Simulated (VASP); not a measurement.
# Sn (Fd-3m) in VASP: single point with r2SCAN

Aim: the single point of Sn with r2SCAN.

Everything below comes from runs of VASP 6.6.1. Logs are shortened: lines on timing, memory, paths and dates and some standing lists are left out, and cuts for length are marked.

## Step 1: The cell of the first run

Symmetry: Fd-3m, No. 227, cubic system. The conventional cell has a = 6.491 Å, b = 6.491 Å, c = 6.491 Å, α = 90.00°, β = 90.00°, γ = 90.00°. Within 3.7 Å of Sn (site symmetry -43m) lie 4 Sn at 2.81 Å.

## Step 2: Single point, r2SCAN

POSCAR reads:

```
Sn
1.0
    0.0000000000      3.2456000000      3.2456000000
    3.2456000000      0.0000000000      3.2456000000
    3.2456000000      3.2456000000      0.0000000000
Sn
2
Direct
    0.5000000000      0.5000000000      0.5000000000
    0.7500000000      0.7500000000      0.7500000000
```

INCAR.step1 reads:

```
SYSTEM = Sn
ALGO     = Normal         ! electronic algorithm
EDIFF    = 1E-4           ! SCF threshold, eV
ENCUT    = 520            ! plane-wave cutoff, eV
GGA      = PE             ! functional
ISMEAR   = 0              ! smearing method
LASPH    = .TRUE.         ! aspherical terms in the spheres
LCHARG   = .FALSE.        ! write CHGCAR
LREAL    = .FALSE.        ! projectors in reciprocal space
LWAVE    = .TRUE.         ! write WAVECAR
NBANDS   = 21             ! bands
NELM     = 100            ! most SCF steps
PREC     = Accurate       ! precision mode
SIGMA    = 0.1            ! smearing width, eV
```

INCAR.step2 reads:

```
SYSTEM = Sn
ALGO     = Normal         ! electronic algorithm
EDIFF    = 1E-6           ! SCF threshold, eV
ENCUT    = 520            ! plane-wave cutoff, eV
ISIF     = 2              ! what is computed and relaxed
ISMEAR   = 0              ! smearing method
ISTART   = 1            
LASPH    = .TRUE.         ! aspherical terms in the spheres
LCHARG   = .TRUE.         ! write CHGCAR
LELF     = .TRUE.         ! ELF
LMIXTAU  = .TRUE.       
LREAL    = .FALSE.        ! projectors in reciprocal space
LVHAR    = .TRUE.       
LWAVE    = .FALSE.        ! write WAVECAR
METAGGA  = R2SCAN         ! meta-GGA
NBANDS   = 21             ! bands
NELM     = 100            ! most SCF steps
PREC     = Accurate       ! precision mode
SIGMA    = 0.1            ! smearing width, eV
```

KPOINTS reads:

```
k-points
0
G
  6 6 6
  0 0 0
```

Potentials or basis: VASP PAW PBE potentials, release 64 (Sn_d).

Launch:

```console
$ cat potpaw_PBE.64/Sn_d/POTCAR > POTCAR
$ cp INCAR.step1 INCAR
$ mpirun -np 1 vasp_std > vasp.out
$ cp INCAR.step2 INCAR
$ mpirun -np 1 vasp_std > vasp.out
```

OUTCAR:

```text
SYSTEM = Sn
   EDIFF = 1E-6
   ENCUT = 520
   ISIF = 2
   ISMEAR = 0
   ISTART = 1
   LASPH = .TRUE.
   LREAL = .FALSE.
   METAGGA = R2SCAN
   NELM = 100
   PREC = Accurate

 ion  position               nearest neighbor table
   1  0.500  0.500  0.500-   2 2.81   2 2.81   2 2.81   2 2.81
   2  0.750  0.750  0.750-   1 2.81   1 2.81   1 2.81   1 2.81

  LATTYP: Found a face centered cubic cell.
 ALAT       =     6.4912000000

  Lattice vectors:

 A1 = (   0.0000000000,   3.2456000000,   3.2456000000)
 A2 = (   3.2456000000,   0.0000000000,   3.2456000000)
 A3 = (   3.2456000000,   3.2456000000,   0.0000000000)

Analysis of symmetry for initial positions (statically):
=====================================================================
 Subroutine PRICEL returns:
 Original cell was already a primitive cell.

 Routine SETGRP: Setting up the symmetry group for a
 face centered cubic supercell.

 Subroutine GETGRP returns: Found 48 space group operations
 (whereof 24 operations were pure point group operations)
 out of a pool of 48 trial point group operations.

The static configuration has the point symmetry T_d .
 The point group associated with its full space group is O_h .

Analysis of symmetry for dynamics (positions and initial velocities):
=====================================================================
 Subroutine PRICEL returns:
 Original cell was already a primitive cell.

 Routine SETGRP: Setting up the symmetry group for a
 face centered cubic supercell.

 Subroutine GETGRP returns: Found 48 space group operations
 (whereof 24 operations were pure point group operations)
 out of a pool of 48 trial point group operations.

The dynamic configuration has the point symmetry T_d .
 The point group associated with its full space group is O_h .

 Subroutine INISYM returns: Found 48 space group operations
 (whereof 24 operations are pure point group operations),
 and found     1 'primitive' translations

----------------------------------------------------------------------------------------

                                     Primitive cell

  volume of cell :      68.3778

  direct lattice vectors                    reciprocal lattice vectors
     0.000000000  3.245600000  3.245600000    -0.154054720  0.154054720  0.154054720
     3.245600000  0.000000000  3.245600000     0.154054720 -0.154054720  0.154054720
     3.245600000  3.245600000  0.000000000     0.154054720  0.154054720 -0.154054720

  length of vectors
     4.589971538  4.589971538  4.589971538     0.266830603  0.266830603  0.266830603

  position of ions in fractional coordinates (direct lattice)
     0.500000000  0.500000000  0.500000000
     0.750000000  0.750000000  0.750000000

  ion indices of the primitive-cell ions
   primitive index   ion index
                 1           1
                 2           2

----------------------------------------------------------------------------------------

 KPOINTS: k-points

Automatic generation of k-mesh.
 Grid dimensions read from file:
 generate k-points for:    6    6    6

 Generating k-lattice:

  Cartesian coordinates                     Fractional coordinates (reciprocal lattice)
    -0.025675787  0.025675787  0.025675787     0.166666667  0.000000000  0.000000000
     0.025675787 -0.025675787  0.025675787     0.000000000  0.166666667  0.000000000
     0.025675787  0.025675787 -0.025675787     0.000000000  0.000000000  0.166666667

  Length of vectors
     0.044471767  0.044471767  0.044471767

  Shift w.r.t. Gamma in fractional coordinates (k-lattice)
     0.000000000  0.000000000  0.000000000

 Subroutine IBZKPT returns following result:
 ===========================================

 Found     16 irreducible k-points:

 Following reciprocal coordinates:
            Coordinates               Weight
  0.000000  0.000000  0.000000      1.000000
  0.166667  0.000000  0.000000      8.000000
  0.333333  0.000000  0.000000      8.000000
  0.500000  0.000000  0.000000      4.000000
  0.166667  0.166667  0.000000      6.000000
  0.333333  0.166667  0.000000     24.000000
[... 8 lines left out ...]
 -0.333333  0.333333  0.166667     24.000000
 -0.333333  0.500000  0.166667     12.000000
   k-points           NKPTS =     16   k-points in BZ     NKDIM =     16   number of bands    NBANDS=     21
   number of dos      NEDOS =    301   number of ions     NIONS =      2
   total plane-waves  NPLWV =  46656
   dimension x,y,z NGX =    36 NGY =   36 NGZ =   36
   dimension x,y,z NGXF=    72 NGYF=   72 NGZF=   72
   ions per type =               2
   NGX,Y,Z   is equivalent  to a cutoff of  13.04, 13.04, 13.04 a.u.
   NGXF,Y,Z  is equivalent  to a cutoff of  26.08, 26.08, 26.08 a.u.
 SYSTEM =  Sn
   PREC   = accura    normal or accurate (medium, high low for compatibility)
   ISTART =      1    job   : 0-new  1-cont  2-samecut
   ICHARG =      0    charge: 1-file 2-atom 10-const
   ISPIN  =      1    spin polarized calculation?
   LNONCOLLINEAR =      F non collinear calculations
   LSORBIT =      F    spin-orbit coupling
   LASPH  =      T    aspherical Exc in radial PAW
   ENCUT  =  520.0 eV  38.22 Ry    6.18 a.u.   8.53  8.53  8.53*2*pi/ulx,y,z
   NELM   =    100;   NELMIN=  2; NELMDL=  0     # of ELM steps
   EDIFF  = 0.1E-05   stopping-criterion for ELM
   LREAL  =      F    real-space projection
   EDIFFG = 0.1E-04   stopping-criterion for IOM
   NSW    =      0    number of steps for IOM
   IBRION =     -1    ionic relax: 0-MD 1-quasi-New 2-CG
   NFREE  =      0    steps in history (QN), initial steepest desc. (CG)
   ISIF   =      2    stress and relaxation
   ISYM   =      2    0-nonsym 1-usesym 2-fastsym
   POTIM  = 0.5000    time-step for ionic-motion
   TEBEG  =    0.0;   TEEND  =   0.0 temperature during run
   PSTRESS=    0.0 pullay stress
   NELECT =      28.0000    total number of electrons
   NUPDOWN=      -1.0000    fix difference up-down
   EMIN   =  10.00;   EMAX   =-10.00  energy-range for DOS
   EFERMI =   0.00;   METHOD = LEGACY
   ISMEAR =     0;   SIGMA  =   0.10  broadening in eV -4-tet -1-fermi 0-gaus
   EFERMI_NEDOS =   21; number of points for ismear=-14 and -15
   IALGO  =     38    algorithm
   IMIX   =      4    mixing-type and parameters
     AMIX     =   0.40;   BMIX     =  1.00
     AMIX_MAG =   1.60;   BMIX_MAG =  1.00
  volume/ion in A,a.u.               =      34.19       230.72
  Fermi-wavevector in a.u.,A,eV,Ry     =   1.215689  2.297319 20.108049  1.477900
  Thomas-Fermi vector in A             =   2.351068
   LORBIT       =      0    0 simple, 1 ext, 2 COOP (PROOUT), +10 PAW based schemes
   METAGGA = R2SCAN    functional components
   LHFCALC =     F    Hartree Fock is set to
   AEXX    =    0.0000 exact exchange contribution
   IVDW    =     0    specifies the selected vdW correction
   LEPSILON=     F    determine dielectric tensor
   LRPA    =     F    only Hartree local field effects (RPA)
 non-spin polarized calculation
 Gauss-broadening in eV      SIGMA  =   0.10
  energy-cutoff  :      520.00
  volume of cell :       68.38
 maximum number of plane-waves:      1868
 NGX is ok and might be reduce to    36
   NGX = 17   NGY = 17   NGZ = 17

 number of electron      28.0000001 magnetization

 Free energy of the ion-electron system (eV)
  ---------------------------------------------------
  ext. energy  EPLUGINS =         0.00000000
  ---------------------------------------------------
  free energy    TOTEN  =       -49.45064742 eV

  energy without entropy =      -49.44961495  energy(sigma->0) =      -49.45013119

 E-fermi :   5.6012     XC(G=0):  -9.5843

 val. band max:        5.5834195524   @ k =   0.0000   0.0000   0.0000
 cond. band min:       5.7170777466   @ k =   0.5000   0.0000   0.0000
 fundamental gap:      0.1336581942
 Fermi energy:         5.6011761773

 k-point     1 :       0.0000    0.0000    0.0000
  band No.  band energies     occupation
      1     -16.8206      2.00000
      2     -16.8206      2.00000
      3     -16.8206      2.00000
      4     -16.7542      2.00000
      5     -16.7542      2.00000
      6     -16.4307      2.00000
[... 13 lines left out ...]
     20      13.8333      0.00000
     21      13.8333      0.00000

 k-point     2 :       0.1667    0.0000    0.0000
  band No.  band energies     occupation
      1     -16.8378      2.00000
      2     -16.8378      2.00000
      3     -16.8141      2.00000
      4     -16.7291      2.00000
      5     -16.7291      2.00000
      6     -16.4574      2.00000
[... 13 lines left out ...]
     20      12.7931      0.00000
     21      12.7931      0.00000

 k-point     3 :       0.3333    0.0000    0.0000
  band No.  band energies     occupation
      1     -16.8545      2.00000
      2     -16.8545      2.00000
      3     -16.8003      2.00000
      4     -16.6990      2.00000
      5     -16.6990      2.00000
      6     -16.4800      2.00000
[... 13 lines left out ...]
     20      13.2441      0.00000
     21      13.2441      0.00000

 k-point     4 :       0.5000    0.0000    0.0000
  band No.  band energies     occupation
      1     -16.8591      2.00000
      2     -16.8591      2.00000
      3     -16.7930      2.00000
      4     -16.6896      2.00000
      5     -16.6896      2.00000
      6     -16.4855      2.00000
[... 13 lines left out ...]
     20      14.8213      0.00000
     21      14.8213      0.00000

 k-point     5 :       0.1667    0.1667    0.0000
  band No.  band energies     occupation
      1     -16.8360      2.00000
      2     -16.8360      2.00000
      3     -16.8299      2.00000
      4     -16.7307      2.00000
      5     -16.7003      2.00000
      6     -16.5095      2.00000
[... 13 lines left out ...]
     20      12.5739      0.00000
     21      14.1606      0.00000
[... 190 lines left out ...]
     20      15.4224      0.00000
     21      16.4689      0.00000

 k-point    14 :       0.5000    0.3333    0.1667
  band No.  band energies     occupation
      1     -16.8817      2.00000
      2     -16.8758      2.00000
      3     -16.7576      2.00000
      4     -16.6678      2.00000
      5     -16.6180      2.00000
      6     -16.5917      2.00000
[... 13 lines left out ...]
     20      14.0336      0.00000
     21      15.8708      0.00000

 k-point    15 :      -0.3333    0.3333    0.1667
  band No.  band energies     occupation
      1     -16.8965      2.00000
      2     -16.8808      2.00000
      3     -16.7229      2.00000
      4     -16.6400      2.00000
      5     -16.6079      2.00000
      6     -16.5966      2.00000
[... 13 lines left out ...]
     20      15.4002      0.00000
     21      15.7478      0.00000

 k-point    16 :      -0.3333    0.5000    0.1667
  band No.  band energies     occupation
      1     -16.8899      2.00000
      2     -16.8899      2.00000
      3     -16.6892      2.00000
      4     -16.6892      2.00000
      5     -16.5856      2.00000
      6     -16.5856      2.00000
[... 13 lines left out ...]
     20      15.0970      0.00000
     21      16.3390      0.00000

------------------------ aborting loop because EDIFF is reached ----------------------------------------

  FORCE on cell =-STRESS in cart. coord.  units (eV):
  Direction    XX          YY          ZZ          XY          YZ          ZX
  --------------------------------------------------------------------------------------
  -------------------------------------------------------------------------------------
  Total        0.6958919      0.6958919      0.6958919      0.0000000     -0.0000000      0.0000000
  in kB       16.3056230     16.3056230     16.3056230      0.0000000     -0.0000000      0.0000000
  external PRESSURE =      16.3056230 kB  Pullay stress =       0.0000000 kB

 VOLUME and BASIS-vectors are now :
 -----------------------------------------------------------------------------
  energy-cutoff  :      520.00
  volume of cell :       68.38
      direct lattice vectors                 reciprocal lattice vectors
     0.000000000  3.245600000  3.245600000    -0.154054720  0.154054720  0.154054720
     3.245600000  0.000000000  3.245600000     0.154054720 -0.154054720  0.154054720
     3.245600000  3.245600000  0.000000000     0.154054720  0.154054720 -0.154054720

 POSITION                                       TOTAL-FORCE (eV/Angst)
 -----------------------------------------------------------------------------------
      3.24560      3.24560      3.24560        -0.000000     -0.000000     -0.000000
      4.86840      4.86840      4.86840         0.000000      0.000000      0.000000
 -----------------------------------------------------------------------------------
    total drift:                                0.000000      0.000000      0.000000

  FREE ENERGIE OF THE ION-ELECTRON SYSTEM (eV)
  ---------------------------------------------------
  free  energy   TOTEN  =       -49.4506474182 eV

  energy  without entropy=      -49.4496149550  energy(sigma->0) =      -49.45013119
```

It took 88 s on 1 thread of AMD EPYC 7R43 (Zen 3), shared host; peak memory 0.17 GiB.

What came out:

| Property | Result |
| --- | --- |
| Free energy | -49.4506 eV |
| Pressure | 1.6 GPa |
| Band gap on the k mesh | zero (filled and empty bands touch) |

Levels at points of the mesh, in eV from the Fermi level:
| k point | band 10 | band 11 | band 12 | band 13 | band 14 | band 15 | band 16 | band 17 | band 18 | band 19 |
| --- | --- | --- | --- | --- | --- | --- | --- | --- | --- | --- |
| (0.00, 0.00, 0.00) | -22.01 | -11.15 | -0.39 | -0.02 | -0.02 | -0.02 | 2.20 | 2.20 | 2.20 | 5.38 |
| (0.50, 0.00, 0.00) | -21.97 | -9.43 | -6.61 | -1.29 | -1.29 | 0.12 | 3.34 | 3.34 | 5.92 | 8.90 |
| (0.50, 0.50, 0.00) | -21.95 | -7.88 | -7.88 | -2.70 | -2.70 | 0.89 | 0.89 | 8.13 | 8.13 | 9.82 |

Caveat: the PAW data sets were made with another functional, which shifts forces and pressure a little; spin-orbit coupling is left out, which moves the levels of the heavy elements.
